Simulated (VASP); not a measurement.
# In (I4/mmm) in VASP: a series of runs

Runs on In. Level: LDA. Tasks: single point.

Program: VASP 6.6.1. These are calculated values, not measurements. Logs are shortened: lines on timing, memory, paths and dates and some standing lists are left out, and cuts for length are marked.

## 1. The cell of the first run

It takes space group I4/mmm (No. 139, tetragonal). Conventional cell: a = 3.251 Å, b = 3.251 Å, c = 4.947 Å, α = 90.00°, β = 90.00°, γ = 90.00°. In (site symmetry 4/mmm) has 12 In at 3.25 to 3.38 Å within 4.3 Å.

## 2. Single point, LDA

Input file INCAR:

```
SYSTEM = In
ALGO = Normal
EDIFF = 1E-6
ENCUT = 520
GGA = CA
ISIF = 2
ISMEAR = -1
LASPH = .TRUE.
LCHARG = .FALSE.
LREAL = .FALSE.
LWAVE = .FALSE.
NBANDS = 12
NELM = 60
PREC = Accurate
SIGMA = 0.1
```

Input file KPOINTS:

```
k-points
0
G
  3 3 3
  0 0 0
```

Input file POSCAR:

```
In
1.0
    3.3769060122     -0.0000000131     -0.0000000179
    0.2472338521      3.3678434699     -0.0000000179
   -1.8120699199     -1.6839217170      2.2987615081
In
1
Direct
    0.0000000000      0.0000000000      0.0000000000
```

Potentials or basis: VASP PAW LDA potentials, release 64 (In_d).

Run with:

```
cat potpaw_LDA.64/In_d/POTCAR > POTCAR
mpirun -np 1 vasp_std > vasp.out
```

OUTCAR:

```text
SYSTEM = In
   EDIFF = 1E-6
   ENCUT = 520
   GGA = CA
   ISIF = 2
   ISMEAR = -1
   LASPH = .TRUE.
   LREAL = .FALSE.
   NELM = 60
   PREC = Accurate

 ion  position               nearest neighbor table
   1  0.000  0.000  0.000-

  LATTYP: Found a body centered tetragonal cell.
 ALAT       =     3.2509396761
 C/A-ratio  =     1.5218366809

  Lattice vectors:

 A1 = (   3.3769060122,  -0.0000000131,  -0.0000000179)
 A2 = (   0.2472338521,   3.3678434699,  -0.0000000179)
 A3 = (  -1.8120699199,  -1.6839217170,   2.2987615081)

Analysis of symmetry for initial positions (statically):
=====================================================================
 Subroutine PRICEL returns:
 Original cell was already a primitive cell.

 Routine SETGRP: Setting up the symmetry group for a
 body centered tetragonal supercell.

 Subroutine GETGRP returns: Found 16 space group operations
 (whereof 16 operations were pure point group operations)
 out of a pool of 16 trial point group operations.

The static configuration has the point symmetry D_4h.

Analysis of symmetry for dynamics (positions and initial velocities):
=====================================================================
 Subroutine PRICEL returns:
 Original cell was already a primitive cell.

 Routine SETGRP: Setting up the symmetry group for a
 body centered tetragonal supercell.

 Subroutine GETGRP returns: Found 16 space group operations
 (whereof 16 operations were pure point group operations)
 out of a pool of 16 trial point group operations.

The dynamic configuration has the point symmetry D_4h.

 Subroutine INISYM returns: Found 16 space group operations
 (whereof 16 operations are pure point group operations),
 and found     1 'primitive' translations

----------------------------------------------------------------------------------------

                                     Primitive cell

  volume of cell :      26.1436

  direct lattice vectors                    reciprocal lattice vectors
     3.376906012 -0.000000013 -0.000000018     0.296129060 -0.021738874  0.217508427
     0.247233852  3.367843470 -0.000000018     0.000000002  0.296925915  0.217508427
    -1.812069920 -1.683921717  2.298761508     0.000000002  0.000000002  0.435016858

  length of vectors
     3.376906012  3.376906012  3.376906012     0.368069171  0.368069171  0.435016858

  position of ions in fractional coordinates (direct lattice)
     0.000000000  0.000000000  0.000000000

  ion indices of the primitive-cell ions
   primitive index   ion index
                 1           1

----------------------------------------------------------------------------------------

 KPOINTS: k-points

Automatic generation of k-mesh.
 Grid dimensions read from file:
 generate k-points for:    3    3    3

 Generating k-lattice:

  Cartesian coordinates                     Fractional coordinates (reciprocal lattice)
     0.098709687 -0.007246291  0.072502809     0.333333333  0.000000000 -0.000000000
     0.000000001  0.098975305  0.072502809    -0.000000000  0.333333333 -0.000000000
     0.000000001  0.000000001  0.145005619     0.000000000 -0.000000000  0.333333333

  Length of vectors
     0.122689724  0.122689724  0.145005619

  Shift w.r.t. Gamma in fractional coordinates (k-lattice)
     0.000000000  0.000000000  0.000000000

 Subroutine IBZKPT returns following result:
 ===========================================

 Found      6 irreducible k-points:

 Following reciprocal coordinates:
            Coordinates               Weight
  0.000000  0.000000  0.000000      1.000000
  0.333333 -0.000000 -0.000000      8.000000
  0.333333  0.333333 -0.000000      8.000000
 -0.333333  0.333333  0.000000      4.000000
 -0.333333  0.333333  0.333333      4.000000
 -0.333333 -0.333333  0.333333      2.000000
   k-points           NKPTS =      6   k-points in BZ     NKDIM =      6   number of bands    NBANDS=     12
   number of dos      NEDOS =    301   number of ions     NIONS =      1
   total plane-waves  NPLWV =  21952
   dimension x,y,z NGX =    28 NGY =   28 NGZ =   28
   dimension x,y,z NGXF=    56 NGYF=   56 NGZF=   56
   ions per type =               1
   NGX,Y,Z   is equivalent  to a cutoff of  13.78, 13.78, 13.78 a.u.
   NGXF,Y,Z  is equivalent  to a cutoff of  27.57, 27.57, 27.57 a.u.
 SYSTEM =  In
   PREC   = accura    normal or accurate (medium, high low for compatibility)
   ISTART =      0    job   : 0-new  1-cont  2-samecut
   ICHARG =      2    charge: 1-file 2-atom 10-const
   ISPIN  =      1    spin polarized calculation?
   LNONCOLLINEAR =      F non collinear calculations
   LSORBIT =      F    spin-orbit coupling
   LASPH  =      T    aspherical Exc in radial PAW
   ENCUT  =  520.0 eV  38.22 Ry    6.18 a.u.   6.28  6.28  6.28*2*pi/ulx,y,z
   NELM   =     60;   NELMIN=  2; NELMDL= -5     # of ELM steps
   EDIFF  = 0.1E-05   stopping-criterion for ELM
   LREAL  =      F    real-space projection
   EDIFFG = 0.1E-04   stopping-criterion for IOM
   NSW    =      0    number of steps for IOM
   IBRION =     -1    ionic relax: 0-MD 1-quasi-New 2-CG
   NFREE  =      0    steps in history (QN), initial steepest desc. (CG)
   ISIF   =      2    stress and relaxation
   ISYM   =      2    0-nonsym 1-usesym 2-fastsym
   POTIM  = 0.5000    time-step for ionic-motion
   TEBEG  =    0.0;   TEEND  =   0.0 temperature during run
   PSTRESS=    0.0 pullay stress
   NELECT =      13.0000    total number of electrons
   NUPDOWN=      -1.0000    fix difference up-down
   EMIN   =  10.00;   EMAX   =-10.00  energy-range for DOS
   EFERMI =   0.00;   METHOD = LEGACY
   ISMEAR =    -1;   SIGMA  =   0.10  broadening in eV -4-tet -1-fermi 0-gaus
   EFERMI_NEDOS =   21; number of points for ismear=-14 and -15
   IALGO  =     38    algorithm
   IMIX   =      4    mixing-type and parameters
     AMIX     =   0.40;   BMIX     =  1.00
     AMIX_MAG =   1.60;   BMIX_MAG =  1.00
  volume/ion in A,a.u.               =      26.14       176.43
  Fermi-wavevector in a.u.,A,eV,Ry     =   1.296983  2.450943 22.887250  1.682165
  Thomas-Fermi vector in A             =   2.428405
   LORBIT       =      0    0 simple, 1 ext, 2 COOP (PROOUT), +10 PAW based schemes
   GGA     = CA    functional components
   LHFCALC =     F    Hartree Fock is set to
   AEXX    =    0.0000 exact exchange contribution
   IVDW    =     0    specifies the selected vdW correction
   LEPSILON=     F    determine dielectric tensor
   LRPA    =     F    only Hartree local field effects (RPA)
 non-spin polarized calculation
  energy-cutoff  :      520.00
  volume of cell :       26.14
 maximum number of plane-waves:       717
 NGX is ok and might be reduce to    28
   NGX = 13   NGY = 13   NGZ = 13

 number of electron      13.0000006 magnetization

 Free energy of the ion-electron system (eV)
  ---------------------------------------------------
  ext. energy  EPLUGINS =         0.00000000
  ---------------------------------------------------
  free energy    TOTEN  =        -2.54378721 eV

  energy without entropy =       -2.48989318  energy(sigma->0) =       -2.51684019

 E-fermi :   7.2032     XC(G=0): -10.5358

 val. band max:        7.1506541040   @ k =   0.3333   0.3333  -0.0000
 cond. band min:       7.4840407771   @ k =   0.3333   0.3333  -0.0000
 fundamental gap:      0.3333866731
 Fermi energy:         7.2032253267

 k-point     1 :       0.0000    0.0000    0.0000
  band No.  band energies     occupation
      1      -7.4287      2.00000
      2      -7.3388      2.00000
      3      -7.3388      2.00000
      4      -7.2627      2.00000
      5      -7.1420      2.00000
      6      -2.3527      2.00000
      7      17.6460      0.00000
      8      17.6460      0.00000
      9      17.7805      0.00000
     10      18.9114      0.00000
     11      21.2471      0.00000
     12      21.3582      0.00000

 k-point     2 :       0.3333   -0.0000   -0.0000
  band No.  band energies     occupation
      1      -7.4141      2.00000
      2      -7.3880      2.00000
      3      -7.2968      2.00000
      4      -7.1062      2.00000
      5      -7.1018      2.00000
      6       0.1393      2.00000
      7       7.7738      0.00663
      8      15.2192      0.00000
      9      16.4682      0.00000
     10      18.5252      0.00000
     11      19.1857      0.00000
     12      21.3618      0.00000

 k-point     3 :       0.3333    0.3333   -0.0000
  band No.  band energies     occupation
      1      -7.4491      2.00000
      2      -7.2835      2.00000
      3      -7.1990      2.00000
      4      -7.1731      2.00000
      5      -7.0765      2.00000
      6       3.9297      2.00000
      7       7.1507      1.25697
      8       7.4840      0.11377
      9      12.5673      0.00000
     10      15.6740      0.00000
     11      23.1054      0.00000
     12      23.9123      0.00000

 k-point     4 :      -0.3333    0.3333    0.0000
  band No.  band energies     occupation
      1      -7.5194      2.00000
      2      -7.4036      2.00000
      3      -7.1219      2.00000
      4      -7.1064      2.00000
      5      -7.0694      2.00000
      6       1.1035      2.00000
      7      10.9395      0.00000
      8      11.7618      0.00000
      9      12.1121      0.00000
     10      15.1064      0.00000
     11      15.2104      0.00000
     12      26.3545      0.00000

 k-point     5 :      -0.3333    0.3333    0.3333
  band No.  band energies     occupation
      1      -7.4741      2.00000
      2      -7.2497      2.00000
      3      -7.2333      2.00000
      4      -7.1580      2.00000
      5      -7.0860      2.00000
      6       4.1920      2.00000
      7       6.5174      1.99790
      8       6.5402      1.99736
      9      13.8156      0.00000
     10      16.5572      0.00000
     11      24.7705      0.00000
     12      25.4424      0.00000

 k-point     6 :      -0.3333   -0.3333    0.3333
  band No.  band energies     occupation
      1      -7.5615      2.00000
      2      -7.4358      2.00000
      3      -7.0992      2.00000
      4      -7.0992      2.00000
      5      -7.0637      2.00000
      6       0.6400      2.00000
      7       9.4483      0.00000
      8      12.7789      0.00000
      9      12.7789      0.00000
     10      15.9623      0.00000
     11      15.9689      0.00000
     12      28.9006      0.00000

------------------------ aborting loop because EDIFF is reached ----------------------------------------

  FORCE on cell =-STRESS in cart. coord.  units (eV):
  Direction    XX          YY          ZZ          XY          YZ          ZX
  --------------------------------------------------------------------------------------
  -------------------------------------------------------------------------------------
  Total        0.3142504      0.0839754     -1.3735215      1.5684139     -0.0000000     -0.0000000
  in kB       19.2584608      5.1463314    -84.1746406     96.1183914     -0.0000010     -0.0000010
  external PRESSURE =     -19.9232828 kB  Pullay stress =       0.0000000 kB

 VOLUME and BASIS-vectors are now :
 -----------------------------------------------------------------------------
  energy-cutoff  :      520.00
  volume of cell :       26.14
      direct lattice vectors                 reciprocal lattice vectors
     3.376906012 -0.000000013 -0.000000018     0.296129060 -0.021738874  0.217508427
     0.247233852  3.367843470 -0.000000018     0.000000002  0.296925915  0.217508427
    -1.812069920 -1.683921717  2.298761508     0.000000002  0.000000002  0.435016858

 POSITION                                       TOTAL-FORCE (eV/Angst)
 -----------------------------------------------------------------------------------
      0.00000      0.00000      0.00000         0.000000     -0.000000      0.000000
 -----------------------------------------------------------------------------------
    total drift:                               -0.000000      0.000000     -0.000000

  FREE ENERGIE OF THE ION-ELECTRON SYSTEM (eV)
  ---------------------------------------------------
  free  energy   TOTEN  =        -2.5437872077 eV

  energy  without entropy=       -2.4898931769  energy(sigma->0) =       -2.51684019
```

It took 2.8 s on 1 thread of Intel Xeon Platinum 8259CL at 2.50GHz (Skylake/Cascade Lake), shared host; peak memory 0.13 GiB.

Results:

* Free energy: -2.5438 eV
* Pressure: -2.0 GPa

Stress tensor (GPa, compression positive):
```
 1.93  9.61  0.00
 9.61  0.51  0.00
 0.00  0.00 -8.42
```

Caveat: the k points lie up to 0.91 Å⁻¹ apart; spin-orbit coupling is left out, which moves the levels of the heavy elements.

## 3. Single point, LDA

Input file INCAR:

```
ALGO     = Normal         # electronic algorithm
EDIFF    = 1E-6           # SCF threshold, eV
ENCUT    = 520            # plane-wave cutoff, eV
ISIF     = 2              # what is computed and relaxed
ISMEAR   = -1             # smearing method
LASPH    = T              # aspherical terms in the spheres
LCHARG   = F              # write CHGCAR
LREAL    = F              # projectors in reciprocal space
LWAVE    = F              # write WAVECAR
NBANDS   = 12             # bands
NELM     = 100            # most SCF steps
PREC     = Accurate       # precision mode
SIGMA    = 0.1            # smearing width, eV
```

Input file KPOINTS:

```
k-points
0
Gamma
  4 4 4
```

POSCAR is that of step 2.

Potentials or basis: VASP PAW LDA potentials, release 64 (In_d).

Run with:

```
cat potpaw_LDA.64/In_d/POTCAR > POTCAR
mpirun -np 1 vasp_std > vasp.out
```

It took 4.2 s on 1 thread of Intel Xeon Platinum 8259CL at 2.50GHz (Skylake/Cascade Lake), shared host; peak memory 0.13 GiB.

Results (log left out):

```yaml
Free_energy: -3.0849 eV
Pressure: -0.4 GPa
```

Stress tensor (GPa, compression positive):
```
 0.35  1.92  0.00
 1.92  0.07  0.00
 0.00  0.00 -1.72
```

Levels at points of the mesh, in eV from the Fermi level:
| k point | band 4 | band 5 | band 6 | band 7 | band 8 | band 9 |
| --- | --- | --- | --- | --- | --- | --- |
| (0.00, 0.00, 0.00) | -14.13 | -14.05 | -9.31 | 10.68 | 10.68 | 10.87 |
| (0.50, 0.00, 0.00) | -13.95 | -13.91 | -4.10 | -3.10 | 7.71 | 9.31 |
| (0.50, 0.50, 0.00) | -13.92 | -13.86 | -1.70 | -1.46 | 3.72 | 4.19 |
| (0.50, 0.50, 0.50) | -13.89 | -13.89 | -2.74 | -2.39 | 4.94 | 4.94 |

Caveat: the k points lie up to 0.68 Å⁻¹ apart; spin-orbit coupling is left out, which moves the levels of the heavy elements.

## 4. Single point, LDA

Input file INCAR:

```
PREC = Accurate
ENCUT = 520
EDIFF = 1E-7
ISMEAR = -1
SIGMA = 0.1
LREAL = F
LASPH = T
NELM = 100
ALGO = Normal
ISIF = 2
LWAVE = F
LCHARG = F
GGA = CA
NBANDS = 12
```

Input file KPOINTS:

```
Automatic mesh
0
Gamma
  6 6 6
```

POSCAR is that of step 3.

Run with:

```
cat potpaw_LDA.64/In_d/POTCAR > POTCAR
mpirun -np 1 vasp_std > vasp.out
```

It took 8.7 s on 1 thread of Intel Xeon Platinum 8259CL at 2.50GHz (Skylake/Cascade Lake), shared host; peak memory 0.14 GiB.

It converged, with:

| Item | Value |
| --- | --- |
| Free energy | -3.2395 eV |
| Pressure | -3.1 GPa |

Stress tensor (GPa, compression positive):
```
-2.93  0.38  0.00
 0.38 -2.99  0.00
 0.00  0.00 -3.34
```

Levels at points of the mesh, in eV from the Fermi level:
| k point | band 4 | band 5 | band 6 | band 7 | band 8 | band 9 |
| --- | --- | --- | --- | --- | --- | --- |
| (0.00, 0.00, 0.00) | -14.36 | -14.26 | -9.49 | 10.50 | 10.50 | 10.67 |
| (0.50, 0.00, 0.00) | -14.17 | -14.13 | -4.29 | -3.27 | 7.52 | 9.12 |
| (0.50, 0.50, 0.00) | -14.15 | -14.06 | -1.88 | -1.65 | 3.55 | 3.99 |
| (0.50, 0.50, 0.50) | -14.12 | -14.12 | -2.92 | -2.58 | 4.76 | 4.76 |

Caveat: the k points lie up to 0.46 Å⁻¹ apart; spin-orbit coupling is left out, which moves the levels of the heavy elements.

[end of part 1 of 2]
